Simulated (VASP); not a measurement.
# BAs (I-4m2) in VASP: further runs

The runs below take BAs through single point, with PBE, HSE06.

Program: VASP 6.6.1. These are calculated values, not measurements. Logs are shortened: lines on timing, memory, paths and dates and some standing lists are left out, and cuts for length are marked.

### Step 1. The cell of the first run

Symmetry: I-4m2, No. 119, tetragonal system. The conventional cell has a = 3.383 Å, b = 3.383 Å, c = 4.555 Å, α = 90.00°, β = 90.00°, γ = 90.00°. B (site symmetry -4m2) has 4 As at 2.04 Å within 2.7 Å. As (site symmetry -4m2) has 4 B at 2.04 Å within 2.7 Å.

### Step 2. Single point, PBE (uniaxial x strain -4.8%)

File INCAR:

```
SYSTEM = BAs
PREC     = Accurate       ! precision mode
ENCUT    = 560            ! plane-wave cutoff, eV
EDIFF    = 1E-6           ! SCF threshold, eV
ISMEAR   = -1             ! smearing method
SIGMA    = 0.02           ! smearing width, eV
LREAL    = .FALSE.        ! projectors in reciprocal space
LASPH    = .TRUE.         ! aspherical terms in the spheres
NELM     = 120            ! most SCF steps
ALGO     = Normal         ! electronic algorithm
ISIF     = 2              ! what is computed and relaxed
LWAVE    = .FALSE.        ! write WAVECAR
LCHARG   = .FALSE.        ! write CHGCAR
GGA      = PE             ! functional
NBANDS   = 16             ! bands
GGA_COMPAT= .FALSE.
```

File KPOINTS:

```
regular mesh
0
G
  10 10 10
  0 0 0
```

File POSCAR:

```
BAs
1.0
    0.0000000000      2.3918699019      2.3918699019
    2.2775385206      0.0000000000      2.3918699019
    2.2775385206      2.3918699019      0.0000000000
B As
1 1
Direct
    0.0000000000      0.0000000000      0.0000000000
    0.2500000000      0.2500000000      0.2500000000
```

Potentials or basis: VASP PAW PBE potentials, release 64 (B, As_d).

Command:

```console
$ cat potpaw_PBE.64/B/POTCAR potpaw_PBE.64/As_d/POTCAR > POTCAR
$ mpirun -np 1 vasp_std > vasp.out
```

OUTCAR:

```text
SYSTEM = BAs
   PREC = Accurate
   ENCUT = 560
   EDIFF = 1E-6
   ISMEAR = -1
   LREAL = .FALSE.
   LASPH = .TRUE.
   NELM = 120
   ISIF = 2
   GGA = PE

 ion  position               nearest neighbor table
   1  0.000  0.000  0.000-   2 2.04   2 2.04   2 2.04   2 2.04
   2  0.250  0.250  0.250-   1 2.04   1 2.04   1 2.04   1 2.04

  LATTYP: Found a body centered tetragonal cell.
 ALAT       =     3.3826148547
 C/A-ratio  =     1.3466141541

  Lattice vectors:

 A1 = (  -2.2775385206,   0.0000000000,  -2.3918699019)
 A2 = (  -2.2775385206,   0.0000000000,   2.3918699019)
 A3 = (   2.2775385206,   2.3918699019,   0.0000000000)

Analysis of symmetry for initial positions (statically):
=====================================================================
 Subroutine PRICEL returns:
 Original cell was already a primitive cell.

 Routine SETGRP: Setting up the symmetry group for a
 body centered tetragonal supercell.

 Subroutine GETGRP returns: Found  8 space group operations
 (whereof  8 operations were pure point group operations)
 out of a pool of 16 trial point group operations.

The static configuration has the point symmetry D_2d.

Analysis of symmetry for dynamics (positions and initial velocities):
=====================================================================
 Subroutine PRICEL returns:
 Original cell was already a primitive cell.

 Routine SETGRP: Setting up the symmetry group for a
 body centered tetragonal supercell.

 Subroutine GETGRP returns: Found  8 space group operations
 (whereof  8 operations were pure point group operations)
 out of a pool of 16 trial point group operations.

The dynamic configuration has the point symmetry D_2d.

 Subroutine INISYM returns: Found  8 space group operations
 (whereof  8 operations are pure point group operations),
 and found     1 'primitive' translations

----------------------------------------------------------------------------------------

                                     Primitive cell

  volume of cell :      26.0598

  direct lattice vectors                    reciprocal lattice vectors
     0.000000000  2.391869902  2.391869902    -0.219535255  0.209041470  0.209041470
     2.277538521  0.000000000  2.391869902     0.219535255 -0.209041470  0.209041470
     2.277538521  2.391869902  0.000000000     0.219535255  0.209041470 -0.209041470

  length of vectors
     3.382614855  3.302759958  3.302759958     0.368228734  0.368228734  0.368228734

  position of ions in fractional coordinates (direct lattice)
     0.000000000  0.000000000  0.000000000
     0.250000000  0.250000000  0.250000000

  ion indices of the primitive-cell ions
   primitive index   ion index
                 1           1
                 2           2

----------------------------------------------------------------------------------------

 KPOINTS: regular mesh

Automatic generation of k-mesh.
 Grid dimensions read from file:
 generate k-points for:   10   10   10

 Generating k-lattice:

  Cartesian coordinates                     Fractional coordinates (reciprocal lattice)
    -0.021953526  0.020904147  0.020904147     0.100000000  0.000000000  0.000000000
     0.021953526 -0.020904147  0.020904147     0.000000000  0.100000000 -0.000000000
     0.021953526  0.020904147 -0.020904147     0.000000000 -0.000000000  0.100000000

  Length of vectors
     0.036822873  0.036822873  0.036822873

  Shift w.r.t. Gamma in fractional coordinates (k-lattice)
     0.000000000  0.000000000  0.000000000

 Subroutine IBZKPT returns following result:
 ===========================================

 Found    102 irreducible k-points:

 Following reciprocal coordinates:
            Coordinates               Weight
  0.000000  0.000000  0.000000      1.000000
  0.100000  0.000000  0.000000      8.000000
  0.200000  0.000000  0.000000      8.000000
  0.300000 -0.000000 -0.000000      8.000000
  0.400000  0.000000  0.000000      8.000000
  0.500000 -0.000000 -0.000000      4.000000
[... 16 lines left out ...]
  0.300000  0.300000  0.000000      4.000000
  0.400000  0.300000  0.000000     16.000000
 [... further k-points ...]
   k-points           NKPTS =    102   k-points in BZ     NKDIM =    102   number of bands    NBANDS=     16
   number of dos      NEDOS =    301   number of ions     NIONS =      2
   total plane-waves  NPLWV =  21952
   dimension x,y,z NGX =    28 NGY =   28 NGZ =   28
   dimension x,y,z NGXF=    56 NGYF=   56 NGZF=   56
   ions per type =               1   1
   NGX,Y,Z   is equivalent  to a cutoff of  13.76, 14.09, 14.09 a.u.
   NGXF,Y,Z  is equivalent  to a cutoff of  27.52, 28.19, 28.19 a.u.
 SYSTEM =  BAs
   PREC   = accura    normal or accurate (medium, high low for compatibility)
   ISTART =      0    job   : 0-new  1-cont  2-samecut
   ICHARG =      2    charge: 1-file 2-atom 10-const
   ISPIN  =      1    spin polarized calculation?
   LNONCOLLINEAR =      F non collinear calculations
   LSORBIT =      F    spin-orbit coupling
   LASPH  =      T    aspherical Exc in radial PAW
   ENCUT  =  560.0 eV  41.16 Ry    6.42 a.u.   6.53  6.37  6.37*2*pi/ulx,y,z
   NELM   =    120;   NELMIN=  2; NELMDL= -5     # of ELM steps
   EDIFF  = 0.1E-05   stopping-criterion for ELM
   LREAL  =      F    real-space projection
   EDIFFG = 0.1E-04   stopping-criterion for IOM
   NSW    =      0    number of steps for IOM
   IBRION =     -1    ionic relax: 0-MD 1-quasi-New 2-CG
   NFREE  =      0    steps in history (QN), initial steepest desc. (CG)
   ISIF   =      2    stress and relaxation
   ISYM   =      2    0-nonsym 1-usesym 2-fastsym
   POTIM  = 0.5000    time-step for ionic-motion
   TEBEG  =    0.0;   TEEND  =   0.0 temperature during run
   PSTRESS=    0.0 pullay stress
   NELECT =      18.0000    total number of electrons
   NUPDOWN=      -1.0000    fix difference up-down
   EMIN   =  10.00;   EMAX   =-10.00  energy-range for DOS
   EFERMI =   0.00;   METHOD = LEGACY
   ISMEAR =    -1;   SIGMA  =   0.02  broadening in eV -4-tet -1-fermi 0-gaus
   EFERMI_NEDOS =   21; number of points for ismear=-14 and -15
   IALGO  =     38    algorithm
   IMIX   =      4    mixing-type and parameters
     AMIX     =   0.40;   BMIX     =  1.00
     AMIX_MAG =   1.60;   BMIX_MAG =  1.00
  volume/ion in A,a.u.               =      13.03        87.93
  Fermi-wavevector in a.u.,A,eV,Ry     =   1.447134  2.734687 28.493274  2.094197
  Thomas-Fermi vector in A             =   2.565123
   LORBIT       =      0    0 simple, 1 ext, 2 COOP (PROOUT), +10 PAW based schemes
   GGA     = PE    functional components
   LHFCALC =     F    Hartree Fock is set to
   AEXX    =    0.0000 exact exchange contribution
   IVDW    =     0    specifies the selected vdW correction
   LEPSILON=     F    determine dielectric tensor
   LRPA    =     F    only Hartree local field effects (RPA)
 non-spin polarized calculation
  energy-cutoff  :      560.00
  volume of cell :       26.06
 maximum number of plane-waves:       802
 NGX is ok and might be reduce to    28
   NGX = 13   NGY = 13   NGZ = 13

 number of electron      18.0000000 magnetization

 Free energy of the ion-electron system (eV)
  ---------------------------------------------------
  ext. energy  EPLUGINS =         0.00000000
  ---------------------------------------------------
  free energy    TOTEN  =       -11.36905256 eV

  energy without entropy =      -11.36905250  energy(sigma->0) =      -11.36905253

 E-fermi :   5.7420     XC(G=0): -11.3574

 val. band max:        5.5503991838   @ k =   0.0000   0.0000   0.0000
 cond. band min:       5.9473716335   @ k =   0.0000   0.4000   0.4000
 fundamental gap:      0.3969724496
 Fermi energy:         5.7419563123

 k-point     1 :       0.0000    0.0000    0.0000
  band No.  band energies     occupation
      1     -30.5977      2.00000
      2     -30.5977      2.00000
      3     -30.5895      2.00000
      4     -30.5704      2.00000
      5     -30.5644      2.00000
      6     -10.5715      2.00000
[... 8 lines left out ...]
     15      17.9164      0.00000
     16      19.1710      0.00000

 k-point     2 :       0.1000    0.0000    0.0000
  band No.  band energies     occupation
      1     -30.5970      2.00000
      2     -30.5968      2.00000
      3     -30.5889      2.00000
      4     -30.5705      2.00000
      5     -30.5642      2.00000
      6     -10.4003      2.00000
[... 8 lines left out ...]
     15      16.8973      0.00000
     16      17.6913      0.00000

 k-point     3 :       0.2000    0.0000    0.0000
  band No.  band energies     occupation
      1     -30.5954      2.00000
      2     -30.5944      2.00000
      3     -30.5876      2.00000
      4     -30.5705      2.00000
      5     -30.5636      2.00000
      6      -9.8944      2.00000
[... 8 lines left out ...]
     15      16.4285      0.00000
     16      17.2559      0.00000

 k-point     4 :       0.3000   -0.0000   -0.0000
  band No.  band energies     occupation
      1     -30.5935      2.00000
      2     -30.5920      2.00000
      3     -30.5863      2.00000
      4     -30.5699      2.00000
      5     -30.5623      2.00000
      6      -9.0886      2.00000
[... 8 lines left out ...]
     15      17.1329      0.00000
     16      17.5519      0.00000

 k-point     5 :       0.4000    0.0000    0.0000
  band No.  band energies     occupation
      1     -30.5922      2.00000
      2     -30.5905      2.00000
      3     -30.5856      2.00000
      4     -30.5690      2.00000
      5     -30.5608      2.00000
      6      -8.1131      2.00000
[... 8 lines left out ...]
     15      18.8045      0.00000
     16      18.9779      0.00000

 k-point     6 :       0.5000   -0.0000   -0.0000
  band No.  band energies     occupation
      1     -30.5917      2.00000
      2     -30.5900      2.00000
      3     -30.5854      2.00000
      4     -30.5685      2.00000
      5     -30.5601      2.00000
      6      -7.5302      2.00000
[... 8 lines left out ...]
     15      20.1311      0.00000
     16      20.6036      0.00000
[... 267 lines left out ...]
 k-point    21 :      -0.3000    0.2000    0.0000
  band No.  band energies     occupation
      1     -30.5914      2.00000
      2     -30.5888      2.00000
      3     -30.5833      2.00000
      4     -30.5708      2.00000
      5     -30.5614      2.00000
      6      -7.8683      2.00000
[... 8 lines left out ...]
     15      17.9193      0.00000
     16      20.9297      0.00000

 k-point    22 :      -0.2000    0.2000    0.0000
  band No.  band energies     occupation
      1     -30.5928      2.00000
      2     -30.5901      2.00000
      3     -30.5854      2.00000
      4     -30.5714      2.00000
      5     -30.5617      2.00000
      6      -8.7893      2.00000
[... 8 lines left out ...]
     15      18.2831      0.00000
     16      19.9492      0.00000

 k-point    23 :       0.3000    0.3000    0.0000
  band No.  band energies     occupation
      1     -30.6014      2.00000
      2     -30.5837      2.00000
      3     -30.5795      2.00000
      4     -30.5719      2.00000
      5     -30.5628      2.00000
      6      -8.6319      2.00000
[... 8 lines left out ...]
     15      20.4321      0.00000
     16      21.3064      0.00000

 k-point    24 :       0.4000    0.3000    0.0000
  band No.  band energies     occupation
      1     -30.6010      2.00000
      2     -30.5813      2.00000
      3     -30.5780      2.00000
      4     -30.5721      2.00000
      5     -30.5622      2.00000
      6      -7.8827      2.00000
[... 8 lines left out ...]
     15      21.1895      0.00000
     16      22.0812      0.00000

 [... further k-points ...]

------------------------ aborting loop because EDIFF is reached ----------------------------------------

  FORCE on cell =-STRESS in cart. coord.  units (eV):
  Direction    XX          YY          ZZ          XY          YZ          ZX
  --------------------------------------------------------------------------------------
  -------------------------------------------------------------------------------------
  Total        2.5933754      1.0089974      1.0089974      0.0000000      0.0000000     -0.0000000
  in kB      159.4428809     62.0340029     62.0340029      0.0000000      0.0000000     -0.0000000
  external PRESSURE =      94.5036289 kB  Pullay stress =       0.0000000 kB

 VOLUME and BASIS-vectors are now :
 -----------------------------------------------------------------------------
  energy-cutoff  :      560.00
  volume of cell :       26.06
      direct lattice vectors                 reciprocal lattice vectors
     0.000000000  2.391869902  2.391869902    -0.219535255  0.209041470  0.209041470
     2.277538521  0.000000000  2.391869902     0.219535255 -0.209041470  0.209041470
     2.277538521  2.391869902  0.000000000     0.219535255  0.209041470 -0.209041470

 POSITION                                       TOTAL-FORCE (eV/Angst)
 -----------------------------------------------------------------------------------
      0.00000      0.00000      0.00000         0.000000     -0.000000     -0.000000
      1.13877      1.19593      1.19593        -0.000000      0.000000      0.000000
 -----------------------------------------------------------------------------------
    total drift:                               -0.000001      0.000001      0.000001

  FREE ENERGIE OF THE ION-ELECTRON SYSTEM (eV)
  ---------------------------------------------------
  free  energy   TOTEN  =       -11.3690525561 eV

  energy  without entropy=      -11.3690524956  energy(sigma->0) =      -11.36905253
```

It took 68 s on 1 thread of Intel Xeon Platinum 8375C at 2.90GHz (Ice Lake), shared host; peak memory 0.18 GiB.

Results:

* Free energy: -11.3691 eV
* Pressure: 9.5 GPa
* Band gap on the k mesh: 0.40 eV (least direct gap 2.83 eV)

Levels at points of the mesh, in eV from the valence-band top:
| k point | band 5 | band 6 | band 7 | band 8 | band 9 | band 10 | band 11 | band 12 | band 13 | band 14 |
| --- | --- | --- | --- | --- | --- | --- | --- | --- | --- | --- |
| (0.00, 0.00, 0.00) | -36.11 | -16.12 | -0.46 | -0.46 | 0.00 | 2.84 | 3.16 | 3.16 | 4.93 | 9.51 |
| (0.50, 0.00, 0.00) | -36.11 | -13.08 | -9.41 | -2.49 | -1.91 | 2.51 | 4.32 | 4.92 | 8.70 | 12.66 |
| (0.50, 0.50, 0.00) | -36.11 | -11.84 | -9.21 | -4.44 | -4.36 | 1.28 | 1.33 | 11.08 | 11.78 | 12.73 |
| (0.00, 0.50, 0.50) | -36.11 | -11.42 | -8.79 | -4.88 | -4.88 | 0.68 | 0.70 | 11.55 | 11.55 | 13.30 |

Caveat: the cell differs from its parent crystal (uniaxial x strain -4.8%); the stress differs along the axes, from 6 to 16 GPa; semilocal functionals underestimate gaps, and a narrow one can read as zero.

(Part 1 of 2 ends here.)
